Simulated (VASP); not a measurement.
# Mn (Im-3m) in VASP: further runs, part 2 of 2

VASP 6.6.1. Earlier steps stand in the parts before.

**3. Single point, r2SCAN, collinear spin, ferromagnetic start**

File POSCAR:

```
Mn
1.0
   -1.3936936485      1.3936936485      1.3936936485
    1.3936936485     -1.3936936485      1.3936936485
    1.3936936485      1.3936936485     -1.3936936485
Mn
1
Direct
    0.0000000000      0.0000000000      0.0000000000
```

File INCAR.step1:

```
  ALGO = Normal
  EDIFF = 1E-4
  ENCUT = 520
  GGA = PE
  ISMEAR = -1
  ISPIN = 2
  LASPH = T
  LCHARG = F
  LMAXMIX = 4
  LREAL = F
  LWAVE = T
  MAGMOM = 1.159
  NBANDS = 16
  NELM = 150
  PREC = Accurate
  SIGMA = 0.05
```

File INCAR.step2:

```
  ALGO = Normal
  EDIFF = 1E-6
  ENCUT = 520
  ISIF = 2
  ISMEAR = -1
  ISPIN = 2
  ISTART = 1
  LASPH = T
  LCHARG = F
  LMAXMIX = 4
  LMIXTAU = T
  LORBIT = 11
  LREAL = F
  LWAVE = F
  MAGMOM = 1.159
  METAGGA = R2SCAN
  NBANDS = 16
  NELM = 150
  PREC = Accurate
  SIGMA = 0.05
```

File KPOINTS:

```
k-points
0
Gamma
  18 18 18
```

Potentials or basis: VASP PAW PBE potentials, release 64 (Mn_pv).

Launch:

```bash
cat potpaw_PBE.64/Mn_pv/POTCAR > POTCAR
cp INCAR.step1 INCAR
mpirun -np 1 vasp_std > vasp.out
cp INCAR.step2 INCAR
mpirun -np 1 vasp_std > vasp.out
```

OUTCAR:

```text
EDIFF = 1E-6
   ENCUT = 520
   ISIF = 2
   ISMEAR = -1
   ISPIN = 2
   ISTART = 1
   LASPH = T
   LORBIT = 11
   LREAL = F
   METAGGA = R2SCAN
   NELM = 150
   PREC = Accurate

 ion  position               nearest neighbor table
   1  0.000  0.000  0.000-

  LATTYP: Found a body centered cubic cell.
 ALAT       =     2.7873872970

  Lattice vectors:

 A1 = (  -1.3936936485,   1.3936936485,   1.3936936485)
 A2 = (   1.3936936485,  -1.3936936485,   1.3936936485)
 A3 = (   1.3936936485,   1.3936936485,  -1.3936936485)

Analysis of symmetry for initial positions (statically):
=====================================================================
 Subroutine PRICEL returns:
 Original cell was already a primitive cell.

 Routine SETGRP: Setting up the symmetry group for a
 body centered cubic supercell.

 Subroutine GETGRP returns: Found 48 space group operations
 (whereof 48 operations were pure point group operations)
 out of a pool of 48 trial point group operations.

The static configuration has the point symmetry O_h .

Analysis of symmetry for dynamics (positions and initial velocities):
=====================================================================
 Subroutine PRICEL returns:
 Original cell was already a primitive cell.

 Routine SETGRP: Setting up the symmetry group for a
 body centered cubic supercell.

 Subroutine GETGRP returns: Found 48 space group operations
 (whereof 48 operations were pure point group operations)
 out of a pool of 48 trial point group operations.

The dynamic configuration has the point symmetry O_h .

Analysis of structural, dynamic, and magnetic symmetry:
=====================================================================
 Subroutine PRICEL returns:
 Original cell was already a primitive cell.

 Routine SETGRP: Setting up the symmetry group for a
 body centered cubic supercell.

 Subroutine GETGRP returns: Found 48 space group operations
 (whereof 48 operations were pure point group operations)
 out of a pool of 48 trial point group operations.

The overall configuration has the point symmetry O_h .

 Subroutine INISYM returns: Found 48 space group operations
 (whereof 48 operations are pure point group operations),
 and found     1 'primitive' translations

----------------------------------------------------------------------------------------

                                     Primitive cell

  volume of cell :      10.8283

  direct lattice vectors                    reciprocal lattice vectors
    -1.393693648  1.393693648  1.393693648     0.000000000  0.358758900  0.358758900
     1.393693648 -1.393693648  1.393693648     0.358758900  0.000000000  0.358758900
     1.393693648  1.393693648 -1.393693648     0.358758900  0.358758900  0.000000000

  length of vectors
     2.413948209  2.413948209  2.413948209     0.507361702  0.507361702  0.507361702

  position of ions in fractional coordinates (direct lattice)
     0.000000000  0.000000000  0.000000000

  ion indices of the primitive-cell ions
   primitive index   ion index
                 1           1

----------------------------------------------------------------------------------------

 KPOINTS: k-points

Automatic generation of k-mesh.
[... 48 lines left out ...]
   k-points           NKPTS =    195   k-points in BZ     NKDIM =    195   number of bands    NBANDS=     16
   number of dos      NEDOS =    301   number of ions     NIONS =      1
   total plane-waves  NPLWV =   5832
   dimension x,y,z NGX =    18 NGY =   18 NGZ =   18
   dimension x,y,z NGXF=    36 NGYF=   36 NGZF=   36
   ions per type =               1
   NGX,Y,Z   is equivalent  to a cutoff of  12.40, 12.40, 12.40 a.u.
   NGXF,Y,Z  is equivalent  to a cutoff of  24.79, 24.79, 24.79 a.u.
 SYSTEM =  unknown system
   PREC   = accura    normal or accurate (medium, high low for compatibility)
   ISTART =      1    job   : 0-new  1-cont  2-samecut
   ICHARG =      0    charge: 1-file 2-atom 10-const
   ISPIN  =      2    spin polarized calculation?
   LNONCOLLINEAR =      F non collinear calculations
   LSORBIT =      F    spin-orbit coupling
   LASPH  =      T    aspherical Exc in radial PAW
   ENCUT  =  520.0 eV  38.22 Ry    6.18 a.u.   4.49  4.49  4.49*2*pi/ulx,y,z
   NELM   =    150;   NELMIN=  2; NELMDL=  0     # of ELM steps
   EDIFF  = 0.1E-05   stopping-criterion for ELM
   LREAL  =      F    real-space projection
   EDIFFG = 0.1E-04   stopping-criterion for IOM
   NSW    =      0    number of steps for IOM
   IBRION =     -1    ionic relax: 0-MD 1-quasi-New 2-CG
   NFREE  =      0    steps in history (QN), initial steepest desc. (CG)
   ISIF   =      2    stress and relaxation
   ISYM   =      2    0-nonsym 1-usesym 2-fastsym
   POTIM  = 0.5000    time-step for ionic-motion
   TEBEG  =    0.0;   TEEND  =   0.0 temperature during run
   PSTRESS=    0.0 pullay stress
   NELECT =      13.0000    total number of electrons
   NUPDOWN=      -1.0000    fix difference up-down
   EMIN   =  10.00;   EMAX   =-10.00  energy-range for DOS
   EFERMI =   0.00;   METHOD = LEGACY
   ISMEAR =    -1;   SIGMA  =   0.05  broadening in eV -4-tet -1-fermi 0-gaus
   EFERMI_NEDOS =   21; number of points for ismear=-14 and -15
   IALGO  =     38    algorithm
   IMIX   =      4    mixing-type and parameters
     AMIX     =   0.40;   BMIX     =  1.00
     AMIX_MAG =   1.60;   BMIX_MAG =  1.00
  volume/ion in A,a.u.               =      10.83        73.07
  Fermi-wavevector in a.u.,A,eV,Ry     =   1.739944  3.288018 41.190352  3.027405
  Thomas-Fermi vector in A             =   2.812688
   LORBIT       =     11    0 simple, 1 ext, 2 COOP (PROOUT), +10 PAW based schemes
   METAGGA = R2SCAN    functional components
   LHFCALC =     F    Hartree Fock is set to
   AEXX    =    0.0000 exact exchange contribution
   IVDW    =     0    specifies the selected vdW correction
   LEPSILON=     F    determine dielectric tensor
   LRPA    =     F    only Hartree local field effects (RPA)
 spin polarized calculation
  energy-cutoff  :      520.00
  volume of cell :       10.83
 maximum number of plane-waves:       321
 NGX is ok and might be reduce to    18
   NGX =  9   NGY =  9   NGZ =  9

 number of electron      13.0000004 magnetization       1.1474688

 Free energy of the ion-electron system (eV)
  ---------------------------------------------------
  ext. energy  EPLUGINS =         0.00000000
  ---------------------------------------------------
  free energy    TOTEN  =       -14.32107428 eV

  energy without entropy =      -14.30606658  energy(sigma->0) =      -14.31357043

 E-fermi :  10.3513     XC(G=0): -15.3279

 val. band max:       10.3411950260   @ k =  -0.4444   0.5000   0.2778
 cond. band min:      10.3524243561   @ k =   0.3333   0.2222   0.0556
 fundamental gap:      0.0112293301
 Fermi energy:        10.3513471607

 spin component 1

 k-point     1 :       0.0000    0.0000    0.0000
  band No.  band energies     occupation
      1     -39.8920      1.00000
      2     -39.8918      1.00000
      3     -39.8918      1.00000
      4       1.6335      1.00000
      5       8.4384      1.00000
      6       8.4385      1.00000
[... 435 lines left out ...]
      5       7.1025      1.00000
      6       9.2618      1.00000
[... 8 lines left out ...]
     15      43.1818      0.00000
     16      44.2446      0.00000

 [... further k-points ...]

 spin component 2

 k-point     1 :       0.0000    0.0000    0.0000
  band No.  band energies     occupation
      1     -38.0712      1.00000
      2     -38.0711      1.00000
      3     -38.0711      1.00000
      4       1.3455      1.00000
      5       9.7441      0.99999
      6       9.7443      0.99999
[... 435 lines left out ...]
      5       8.1935      1.00000
      6       9.8970      0.99989
[... 8 lines left out ...]
     15      43.8290      0.00000
     16      44.8104      0.00000

 [... further k-points ...]
[... 5 lines left out ...]
  --------------------------------------------------------------------------------------
  -------------------------------------------------------------------------------------
  Total        0.0095198      0.0095198      0.0095198     -0.0000000      0.0000000     -0.0000000
  in kB        1.4085603      1.4085603      1.4085603     -0.0000000      0.0000000     -0.0000000
  external PRESSURE =       1.4085603 kB  Pullay stress =       0.0000000 kB

 VOLUME and BASIS-vectors are now :
 -----------------------------------------------------------------------------
  energy-cutoff  :      520.00
  volume of cell :       10.83
      direct lattice vectors                 reciprocal lattice vectors
    -1.393693648  1.393693648  1.393693648     0.000000000  0.358758900  0.358758900
     1.393693648 -1.393693648  1.393693648     0.358758900  0.000000000  0.358758900
     1.393693648  1.393693648 -1.393693648     0.358758900  0.358758900  0.000000000

 POSITION                                       TOTAL-FORCE (eV/Angst)
 -----------------------------------------------------------------------------------
      0.00000      0.00000      0.00000        -0.000000      0.000000     -0.000000
 -----------------------------------------------------------------------------------
    total drift:                                0.000000     -0.000000      0.000000

  FREE ENERGIE OF THE ION-ELECTRON SYSTEM (eV)
  ---------------------------------------------------
  free  energy   TOTEN  =       -14.3210742778 eV

  energy  without entropy=      -14.3060665822  energy(sigma->0) =      -14.31357043

 total charge

# of ion       s       p       d       tot
------------------------------------------
    1        0.448   6.415   5.126  11.989

 magnetization (x)

# of ion       s       p       d       tot
------------------------------------------
    1       -0.013  -0.039   1.228   1.175
```

Wall time 3.1 min (1 thread of AMD EPYC 9R45 (Zen 5), shared host); peak memory 0.13 GiB.

What came out:

* Free energy: -14.3211 eV
* Pressure: 0.1 GPa
* Net moment: 1.15 μB per cell
* Site moments: Mn +1.18 μB
* Valence electrons inside the program's atomic spheres: Mn 11.99

Levels at points of the mesh, in eV from the Fermi level:
Spin up:
| k point | band 5 | band 6 | band 7 | band 8 | band 9 | band 10 |
| --- | --- | --- | --- | --- | --- | --- |
| (0.00, 0.00, 0.00) | -1.91 | -1.91 | -1.91 | -0.16 | -0.16 | 24.82 |
| (0.50, 0.00, 0.00) | -3.34 | -0.11 | 0.12 | 0.90 | 1.60 | 9.45 |
| (0.50, 0.50, 0.50) | -5.15 | 1.24 | 1.24 | 1.24 | 11.16 | 11.16 |
Spin down:
```tsv
k point	band 2	band 3	band 4	band 5	band 6	band 7	band 8	band 9	band 10	band 11
(0.00, 0.00, 0.00)	-48.42	-48.42	-9.01	-0.61	-0.61	-0.61	2.02	2.02	24.74	24.74
(0.50, 0.00, 0.00)	-48.68	-48.43	-4.45	-2.23	0.67	1.83	2.36	3.12	10.44	18.93
(0.50, 0.50, 0.50)	-48.99	-48.99	-3.92	-3.92	2.74	2.74	2.74	11.30	11.30	11.30
```

Caveat: the PAW data sets were made with another functional, which shifts forces and pressure a little.

**4. Single point, r2SCAN, collinear spin, ferromagnetic start**

POSCAR is that of step 3.

File INCAR.step1:

```
SYSTEM = Mn
ALGO = Normal
EDIFF = 1E-4
ENCUT = 520
GGA = PE
ISMEAR = -1
ISPIN = 2
LASPH = .TRUE.
LCHARG = .FALSE.
LMAXMIX = 4
LREAL = .FALSE.
LWAVE = .TRUE.
MAGMOM = 1.191
NBANDS = 16
NELM = 150
PREC = Accurate
SIGMA = 0.05
```

File INCAR.step2:

```
SYSTEM = Mn
ALGO = Normal
EDIFF = 1E-6
ENCUT = 520
ISIF = 2
ISMEAR = -1
ISPIN = 2
ISTART = 1
LASPH = .TRUE.
LCHARG = .FALSE.
LMAXMIX = 4
LMIXTAU = .TRUE.
LORBIT = 11
LREAL = .FALSE.
LWAVE = .FALSE.
MAGMOM = 1.191
METAGGA = R2SCAN
NBANDS = 16
NELM = 150
PREC = Accurate
SIGMA = 0.05
```

File KPOINTS:

```
k-points
0
G
  26 26 26
  0 0 0
```

Potentials or basis: VASP PAW PBE potentials, release 64 (Mn_pv).

Launch:

```bash
cat potpaw_PBE.64/Mn_pv/POTCAR > POTCAR
cp INCAR.step1 INCAR
mpirun -np 1 vasp_std > vasp.out
cp INCAR.step2 INCAR
mpirun -np 1 vasp_std > vasp.out
```

OUTCAR:

```text
SYSTEM = Mn
   EDIFF = 1E-6
   ENCUT = 520
   ISIF = 2
   ISMEAR = -1
   ISPIN = 2
   ISTART = 1
   LASPH = .TRUE.
   LORBIT = 11
   LREAL = .FALSE.
   METAGGA = R2SCAN
   NELM = 150
   PREC = Accurate

 ion  position               nearest neighbor table
   1  0.000  0.000  0.000-

  LATTYP: Found a body centered cubic cell.
 ALAT       =     2.7873872970

  Lattice vectors:

[... 1113 lines left out ...]
     16      45.9487      0.00000

 [... further k-points ...]
[... 5 lines left out ...]
  --------------------------------------------------------------------------------------
  -------------------------------------------------------------------------------------
  Total        0.0076882      0.0076882      0.0076882     -0.0000000      0.0000000      0.0000000
  in kB        1.1375549      1.1375549      1.1375549     -0.0000000      0.0000000      0.0000000
  external PRESSURE =       1.1375549 kB  Pullay stress =       0.0000000 kB

 VOLUME and BASIS-vectors are now :
 -----------------------------------------------------------------------------
  energy-cutoff  :      520.00
  volume of cell :       10.83
      direct lattice vectors                 reciprocal lattice vectors
    -1.393693648  1.393693648  1.393693648     0.000000000  0.358758900  0.358758900
     1.393693648 -1.393693648  1.393693648     0.358758900  0.000000000  0.358758900
     1.393693648  1.393693648 -1.393693648     0.358758900  0.358758900  0.000000000

 POSITION                                       TOTAL-FORCE (eV/Angst)
 -----------------------------------------------------------------------------------
      0.00000      0.00000      0.00000        -0.000000      0.000000      0.000000
 -----------------------------------------------------------------------------------
    total drift:                                0.000000     -0.000000      0.000000

  FREE ENERGIE OF THE ION-ELECTRON SYSTEM (eV)
  ---------------------------------------------------
  free  energy   TOTEN  =       -14.3198744145 eV

  energy  without entropy=      -14.3039441326  energy(sigma->0) =      -14.31190927

 total charge

# of ion       s       p       d       tot
------------------------------------------
    1        0.448   6.414   5.128  11.990

 magnetization (x)

# of ion       s       p       d       tot
------------------------------------------
    1       -0.013  -0.040   1.221   1.167
```

Run time: 8.9 min. Hardware: 1 thread of AMD EPYC 9R45 (Zen 5), shared host; peak memory 0.2 GiB.

Results:

```yaml
Free_energy: -14.3199 eV
Pressure: 0.1 GPa
Net_moment: 1.14 μB per cell
Site_moments: Mn +1.17 μB
Valence_electrons_inside_the_program's_atomic_spheres: Mn 11.99
```

Levels at points of the mesh, in eV from the Fermi level:
Spin up:
```tsv
k point	band 3	band 4	band 5	band 6	band 7	band 8	band 9	band 10	band 11	band 12
(0.00, 0.00, 0.00)	-50.23	-8.72	-1.89	-1.89	-1.89	-0.18	-0.18	24.83	24.83	24.83
(0.50, 0.00, 0.00)	-50.24	-5.19	-3.32	-0.11	0.11	0.90	1.62	9.45	18.81	22.47
(0.50, 0.50, 0.50)	-50.76	-5.16	-5.16	1.26	1.26	1.26	11.16	11.16	11.17	17.65
```
Spin down:
```tsv
k point	band 3	band 4	band 5	band 6	band 7	band 8	band 9	band 10
(0.00, 0.00, 0.00)	-48.42	-9.01	-0.62	-0.62	-0.62	2.03	2.03	24.73
(0.50, 0.00, 0.00)	-48.43	-4.45	-2.25	0.67	1.84	2.37	3.10	10.44
(0.50, 0.50, 0.50)	-48.99	-3.91	-3.91	2.72	2.72	2.72	11.30	11.30
```

Caveat: the PAW data sets were made with another functional, which shifts forces and pressure a little.

**5. The runs side by side**

```tsv
k mesh	gap on the mesh (eV)	pressure (GPa)	moment (μB)
15 × 15 × 15	none	0.3	1.15
18 × 18 × 18	none	0.1	1.15
26 × 26 × 26	none	0.1	1.14
```

Alike in all rows: task single point; level r2SCAN; potentials or basis VASP PAW PBE potentials, release 64 (Mn_pv); spin collinear, ferromagnetic start; cell as given; cutoff (eV) 520; smearing fermi-dirac 0.05 eV.

Every run on the cell as given and a fine mesh finds a metal.

Caveats: the PAW data sets were made with another functional, which shifts forces and pressure a little.

Absolute energies hang on the potentials; compare differences alone.
